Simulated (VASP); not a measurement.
# NaF in VASP: notebook

Aim: see how the results for NaF move with the level of theory and the settings. Levels: r2SCAN, HSE06. Tasks: single point.

Program: VASP 6.6.1. These are calculated values, not measurements. Logs are shortened: lines on timing, memory, paths and dates and some standing lists are left out, and cuts for length are marked.

## (1) The cell of the first run

Symmetry: I4/mmm, No. 139, tetragonal system. Conventional cell: a = 3.137 Å, b = 3.137 Å, c = 4.594 Å, α = 90.00°, β = 90.00°, γ = 90.00°. Na (site symmetry 4/mmm) has 6 F at 2.22 to 2.30 Å within 2.9 Å. F (site symmetry 4/mmm) has 6 Na at 2.22 to 2.30 Å within 2.9 Å.

## (2) Single point, r2SCAN (biaxial xy strain -3.5%)

The input, POSCAR:

```
NaF
1.0
    0.0000000000      2.2179157890      2.2971680881
    2.2179157890      0.0000000000      2.2971680881
    2.2179157890      2.2179157890      0.0000000000
Na F
1 1
Direct
    0.0000000000      0.0000000000      0.0000000000
    0.5000000000      0.5000000000      0.5000000000
```

The input, INCAR.step1:

```
SYSTEM = NaF
PREC = Accurate
ENCUT = 520
ISMEAR = 0
SIGMA = 0.01
LREAL = .False.
LASPH = .True.
NELM = 60
NBANDS = 14
GGA = PE
ALGO = Normal
EDIFF = 1E-4
LWAVE = .True.
LCHARG = .False.
```

The input, INCAR.step2:

```
SYSTEM = NaF
PREC = Accurate
ENCUT = 520
EDIFF = 1E-7
ISMEAR = 0
SIGMA = 0.01
LREAL = .False.
LASPH = .True.
NELM = 60
ALGO = Normal
ISIF = 2
LWAVE = .False.
LCHARG = .False.
METAGGA = R2SCAN
LMIXTAU = .True.
NBANDS = 14
ISTART = 1
```

The input, KPOINTS:

```
regular mesh
0
Gamma
  10 10 10
  0 0 0
```

Potentials or basis: VASP PAW PBE potentials, release 64 (Na_pv, F).

Started as:

```sh
$ cat potpaw_PBE.64/Na_pv/POTCAR potpaw_PBE.64/F/POTCAR > POTCAR
$ cp INCAR.step1 INCAR
$ mpirun -np 1 vasp_std > vasp.out
$ cp INCAR.step2 INCAR
$ mpirun -np 1 vasp_std > vasp.out
```

OUTCAR:

```text
SYSTEM = NaF
   PREC = Accurate
   ENCUT = 520
   EDIFF = 1E-7
   ISMEAR = 0
   LREAL = .False.
   LASPH = .True.
   NELM = 60
   ISIF = 2
   METAGGA = R2SCAN
   ISTART = 1

 ion  position               nearest neighbor table
   1  0.000  0.000  0.000-   2 2.22   2 2.22   2 2.22   2 2.22   2 2.30   2 2.30
   2  0.500  0.500  0.500-   1 2.22   1 2.22   1 2.22   1 2.22   1 2.30   1 2.30

  LATTYP: Found a body centered tetragonal cell.
 ALAT       =     3.1366065890
 C/A-ratio  =     1.4647473458

  Lattice vectors:

 A1 = (  -2.2179157890,   0.0000000000,   2.2971680881)
 A2 = (   2.2179157890,   0.0000000000,   2.2971680881)
 A3 = (   0.0000000000,   2.2179157890,  -2.2971680881)

Analysis of symmetry for initial positions (statically):
=====================================================================
 Subroutine PRICEL returns:
 Original cell was already a primitive cell.

 Routine SETGRP: Setting up the symmetry group for a
 body centered tetragonal supercell.

 Subroutine GETGRP returns: Found 16 space group operations
 (whereof 16 operations were pure point group operations)
 out of a pool of 16 trial point group operations.

The static configuration has the point symmetry D_4h.

Analysis of symmetry for dynamics (positions and initial velocities):
=====================================================================
 Subroutine PRICEL returns:
 Original cell was already a primitive cell.

 Routine SETGRP: Setting up the symmetry group for a
 body centered tetragonal supercell.

 Subroutine GETGRP returns: Found 16 space group operations
 (whereof 16 operations were pure point group operations)
 out of a pool of 16 trial point group operations.

The dynamic configuration has the point symmetry D_4h.

 Subroutine INISYM returns: Found 16 space group operations
 (whereof 16 operations are pure point group operations),
 and found     1 'primitive' translations

----------------------------------------------------------------------------------------

                                     Primitive cell

  volume of cell :      22.6002

  direct lattice vectors                    reciprocal lattice vectors
     0.000000000  2.217915789  2.297168088    -0.225436873  0.225436873  0.217659301
     2.217915789  0.000000000  2.297168088     0.225436873 -0.225436873  0.217659301
     2.217915789  2.217915789  0.000000000     0.225436873  0.225436873 -0.217659301

  length of vectors
[... 86 lines left out ...]
   IBRION =     -1    ionic relax: 0-MD 1-quasi-New 2-CG
   NFREE  =      0    steps in history (QN), initial steepest desc. (CG)
   ISIF   =      2    stress and relaxation
   ISYM   =      2    0-nonsym 1-usesym 2-fastsym
   POTIM  = 0.5000    time-step for ionic-motion
   TEBEG  =    0.0;   TEEND  =   0.0 temperature during run
   PSTRESS=    0.0 pullay stress
   NELECT =      14.0000    total number of electrons
   NUPDOWN=      -1.0000    fix difference up-down
   EMIN   =  10.00;   EMAX   =-10.00  energy-range for DOS
   EFERMI =   0.00;   METHOD = LEGACY
   ISMEAR =     0;   SIGMA  =   0.01  broadening in eV -4-tet -1-fermi 0-gaus
   EFERMI_NEDOS =   21; number of points for ismear=-14 and -15
   IALGO  =     38    algorithm
   IMIX   =      4    mixing-type and parameters
     AMIX     =   0.40;   BMIX     =  1.00
     AMIX_MAG =   1.60;   BMIX_MAG =  1.00
  volume/ion in A,a.u.               =      11.30        76.26
  Fermi-wavevector in a.u.,A,eV,Ry     =   1.395554  2.637214 26.498300  1.947570
  Thomas-Fermi vector in A             =   2.518994
   LORBIT       =      0    0 simple, 1 ext, 2 COOP (PROOUT), +10 PAW based schemes
   METAGGA = R2SCAN    functional components
   LHFCALC =     F    Hartree Fock is set to
   AEXX    =    0.0000 exact exchange contribution
   IVDW    =     0    specifies the selected vdW correction
   LEPSILON=     F    determine dielectric tensor
   LRPA    =     F    only Hartree local field effects (RPA)
 non-spin polarized calculation
 Gauss-broadening in eV      SIGMA  =   0.01
  energy-cutoff  :      520.00
  volume of cell :       22.60
 maximum number of plane-waves:       622
   NGX = 11   NGY = 11   NGZ = 11

 number of electron      14.0000018 magnetization

 Free energy of the ion-electron system (eV)
  ---------------------------------------------------
  ext. energy  EPLUGINS =         0.00000000
  ---------------------------------------------------
  free energy    TOTEN  =       -12.58001635 eV

  energy without entropy =      -12.58001635  energy(sigma->0) =      -12.58001635

 E-fermi :  -2.1731     XC(G=0): -10.2944

 val. band max:       -2.2870126876   @ k =   0.0000   0.0000   0.0000
 cond. band min:       5.4513583262   @ k =   0.0000   0.0000   0.0000
 fundamental gap:      7.7383710139
 Fermi energy:        -2.1730519676

 k-point     1 :       0.0000    0.0000    0.0000
  band No.  band energies     occupation
      1     -22.7608      2.00000
      2     -21.5077      2.00000
      3     -21.4984      2.00000
      4     -21.4982      2.00000
      5      -2.2999      2.00000
      6      -2.2870      2.00000
      7      -2.2870      2.00000
      8       5.4514      0.00000
      9      18.0229      0.00000
     10      18.2860      0.00000
     11      18.2860      0.00000
     12      21.0994      0.00000
     13      23.2428      0.00000
     14      24.3209      0.00000
[... 377 lines left out ...]
      1     -22.7370      2.00000
      2     -21.5699      2.00000
      3     -21.5446      2.00000
      4     -21.3917      2.00000
      5      -3.6140      2.00000
      6      -2.6931      2.00000
      7      -2.6213      2.00000
      8       9.9084      0.00000
      9      12.8496      0.00000
     10      16.4481      0.00000
     11      19.8878      0.00000
     12      20.0760      0.00000
     13      25.8486      0.00000
     14      27.0116      0.00000

 [... further k-points ...]
[... 5 lines left out ...]
  --------------------------------------------------------------------------------------
  -------------------------------------------------------------------------------------
  Total        0.7821496      0.7821496      0.1266588      0.0000000     -0.0000000      0.0000000
  in kB       55.4482082     55.4482082      8.9791061      0.0000000     -0.0000000      0.0000000
  external PRESSURE =      39.9585075 kB  Pullay stress =       0.0000000 kB

 VOLUME and BASIS-vectors are now :
 -----------------------------------------------------------------------------
  energy-cutoff  :      520.00
  volume of cell :       22.60
      direct lattice vectors                 reciprocal lattice vectors
     0.000000000  2.217915789  2.297168088    -0.225436873  0.225436873  0.217659301
     2.217915789  0.000000000  2.297168088     0.225436873 -0.225436873  0.217659301
     2.217915789  2.217915789  0.000000000     0.225436873  0.225436873 -0.217659301

 POSITION                                       TOTAL-FORCE (eV/Angst)
 -----------------------------------------------------------------------------------
      0.00000      0.00000      0.00000        -0.000000      0.000000      0.000000
      2.21792      2.21792      2.29717         0.000000     -0.000000      0.000000
 -----------------------------------------------------------------------------------
    total drift:                                0.000000     -0.000000      0.000000

  FREE ENERGIE OF THE ION-ELECTRON SYSTEM (eV)
  ---------------------------------------------------
  free  energy   TOTEN  =       -12.5800163462 eV

  energy  without entropy=      -12.5800163462  energy(sigma->0) =      -12.58001635
```

OUTCAR.step1:

```text
SYSTEM = NaF
   PREC = Accurate
   ENCUT = 520
   ISMEAR = 0
   LREAL = .False.
   LASPH = .True.
[... 630 lines left out ...]
      0.00000      0.00000      0.00000         0.000000      0.000000      0.000000
      2.21792      2.21792      2.29717         0.000000      0.000000      0.000000
 -----------------------------------------------------------------------------------
    total drift:                                0.000000     -0.000000      0.000000

  FREE ENERGIE OF THE ION-ELECTRON SYSTEM (eV)
  ---------------------------------------------------
  free  energy   TOTEN  =        -8.4783725236 eV

  energy  without entropy=       -8.4783725236  energy(sigma->0) =       -8.47837252
```

Run time: 79 s. Hardware: 1 thread of Intel Xeon Platinum 8175M at 2.50GHz (Skylake/Cascade Lake), shared host; peak memory 0.16 GiB.

What came out:

```yaml
Free_energy: -12.5800 eV
Pressure: 4.0 GPa
Band_gap_on_the_k_mesh: 7.74 eV
```

Caveat: the cell differs from its parent crystal (biaxial xy strain -3.5%); the cell stands under pressure; the PAW data sets were made with another functional, which shifts forces and pressure a little. A k mesh can miss the band edges.

## (3) Single point, r2SCAN (strain along [111] +3.3%)

The input, POSCAR:

```
NaF
1.0
    0.0506908425      2.3478589306      2.3478589306
    2.3478589306      0.0506908425      2.3478589306
    2.3478589306      2.3478589306      0.0506908425
Na F
1 1
Direct
    0.0000000000      0.0000000000      0.0000000000
    0.5000000000      0.5000000000      0.5000000000
```

The input, INCAR.step1:

```
SYSTEM = NaF
ALGO     = Normal         ! electronic algorithm
EDIFF    = 1E-4           ! SCF threshold, eV
ENCUT    = 520            ! plane-wave cutoff, eV
GGA      = PE             ! functional
ISMEAR   = 0              ! smearing method
LASPH    = .True.         ! aspherical terms in the spheres
LCHARG   = .False.        ! write CHGCAR
LREAL    = .False.        ! projectors in reciprocal space
LWAVE    = .True.         ! write WAVECAR
NBANDS   = 14             ! bands
NELM     = 60             ! most SCF steps
PREC     = Accurate       ! precision mode
SIGMA    = 0.01           ! smearing width, eV
```

The input, INCAR.step2:

```
SYSTEM = NaF
ALGO     = Normal         ! electronic algorithm
EDIFF    = 1E-6           ! SCF threshold, eV
ENCUT    = 520            ! plane-wave cutoff, eV
ISIF     = 2              ! what is computed and relaxed
ISMEAR   = 0              ! smearing method
ISTART   = 1            
LASPH    = .True.         ! aspherical terms in the spheres
LCHARG   = .False.        ! write CHGCAR
LMIXTAU  = .True.       
LREAL    = .False.        ! projectors in reciprocal space
LWAVE    = .False.        ! write WAVECAR
METAGGA  = R2SCAN         ! meta-GGA
NBANDS   = 14             ! bands
NELM     = 60             ! most SCF steps
PREC     = Accurate       ! precision mode
SIGMA    = 0.01           ! smearing width, eV
```

The input, KPOINTS:

```
k-points
0
Gamma
  10 10 10
  0 0 0
```

Potentials or basis: VASP PAW PBE potentials, release 64 (Na_pv, F).

Started as:

```sh
$ cat potpaw_PBE.64/Na_pv/POTCAR potpaw_PBE.64/F/POTCAR > POTCAR
$ cp INCAR.step1 INCAR
$ mpirun -np 1 vasp_std > vasp.out
$ cp INCAR.step2 INCAR
$ mpirun -np 1 vasp_std > vasp.out
```

Wall time 3.1 min (1 thread of Intel Xeon Platinum 8175M at 2.50GHz (Skylake/Cascade Lake), shared host); peak memory 0.18 GiB.

Results (log left out):

| Item | Value |
| --- | --- |
| Free energy | -12.5931 eV |
| Pressure | -2.2 GPa |
| Band gap on the k mesh | 7.10 eV |

Stress tensor (GPa, compression positive):
```
-2.19 -0.70 -0.70
-0.70 -2.19 -0.70
-0.70 -0.70 -2.19
```

Levels at points of the mesh, in eV from the valence-band top:
```
           k point  band 4  band 5  band 6  band 7  band 8  band 9  band 10  band 11
(0.00, 0.00, 0.00)  -19.56   -0.09    0.00    0.00    7.10   19.18    19.97    19.97
(0.50, 0.00, 0.00)  -19.05   -1.56   -0.34   -0.28   11.55   13.41    20.98    21.39
(0.50, 0.50, 0.00)  -19.61   -1.28   -0.47   -0.39   13.84   13.96    14.76    20.72
(0.50, 0.50, 0.50)  -19.02   -1.59   -0.23   -0.23   11.55   13.03    21.67    21.67
```

Caveat: the cell differs from its parent crystal (strain along [111] +3.3%); the PAW data sets were made with another functional, which shifts forces and pressure a little. A k mesh can miss the band edges.

## (4) Single point, HSE06 (strain +4.2%)

The input, POSCAR:

```
NaF
1.0
    0.0000000000      2.3927302806      2.3927302806
    2.3927302806      0.0000000000      2.3927302806
    2.3927302806      2.3927302806      0.0000000000
Na F
1 1
Direct
    0.0000000000      0.0000000000      0.0000000000
    0.5000000000      0.5000000000      0.5000000000
```

The input, INCAR.step1:

```
PREC = Accurate
ENCUT = 520
EDIFF = 1E-5
ISMEAR = 0
SIGMA = 0.01
LREAL = False
LASPH = True
NELM = 60
ALGO = Normal
ISIF = 2
LWAVE = True
NBANDS = 14
GGA = PE
```

The input, INCAR.step2:

```
PREC = Accurate
ENCUT = 520
EDIFF = 1E-6
ISMEAR = 0
SIGMA = 0.01
LREAL = False
LASPH = True
NELM = 60
ALGO = Normal
ISIF = 2
LWAVE = False
LCHARG = True
GGA = PE
LHFCALC = True
HFSCREEN = 0.2079
PRECFOCK = Normal
LELF = True
LVHAR = True
NBANDS = 14
ISTART = 1
```

The input, KPOINTS:

```
regular mesh
0
Gamma
  6 6 6
```

Started as:

```sh
$ cat potpaw_PBE.64/Na_pv/POTCAR potpaw_PBE.64/F/POTCAR > POTCAR
$ cp INCAR.step1 INCAR
$ mpirun -np 1 vasp_std > vasp.out
$ cp INCAR.step2 INCAR
$ mpirun -np 1 vasp_std > vasp.out
```

It took 16 min on 1 thread of Intel Xeon Platinum 8175M at 2.50GHz (Skylake/Cascade Lake), shared host; peak memory 0.26 GiB.

The run converged. Its results:

* Free energy: -10.2858 eV
* Pressure: -3.7 GPa
* Band gap on the k mesh: 7.91 eV

Levels at points of the mesh, in eV from the valence-band top:
```
           k point  band 5  band 6  band 7  band 8  band 9  band 10
(0.00, 0.00, 0.00)    0.00    0.00    0.00    7.91   20.59    20.59
(0.50, 0.00, 0.00)   -1.41   -0.22   -0.22   12.36   13.96    21.45
(0.50, 0.50, 0.00)   -1.17   -0.38   -0.38   14.66   14.99    15.08
```

Caveat: the cell differs from its parent crystal (strain +4.2%); the cell stands under tension; the PAW data sets were made with another functional, which shifts forces and pressure a little.

## (5) Overview

```tsv
level	cell	k mesh	grid for exact exchange (PRECFOCK)	share of exact exchange	screening parameter	gap on the mesh (eV)	pressure (GPa)
r2SCAN	a = 3.193, b = 3.193, c = 3.137 Å, angles 60.6, 60.6, 58.8°, 2 atoms	10 × 10 × 10	-	-	-	7.74	4.0
r2SCAN	a = 3.321 Å, angles 58.6°, 2 atoms	10 × 10 × 10	-	-	-	7.10	-2.2
HSE06	a = 3.384 Å, angles 60.0°, 2 atoms	6 × 6 × 6	Normal	0.25	0.2079 1/Å	7.91	-3.7
```

Alike in all rows: task single point; potentials or basis VASP PAW PBE potentials, release 64 (Na_pv, F); no spin polarisation; cutoff (eV) 520; smearing gaussian 0.01 eV.

Caveats: the PAW data sets were made with another functional, which shifts forces and pressure a little; the cell stands under pressure (at least some runs); the cell stands under tension (at least some runs).

Total energies depend on the potentials used, so only differences within one code and one set of settings carry meaning.
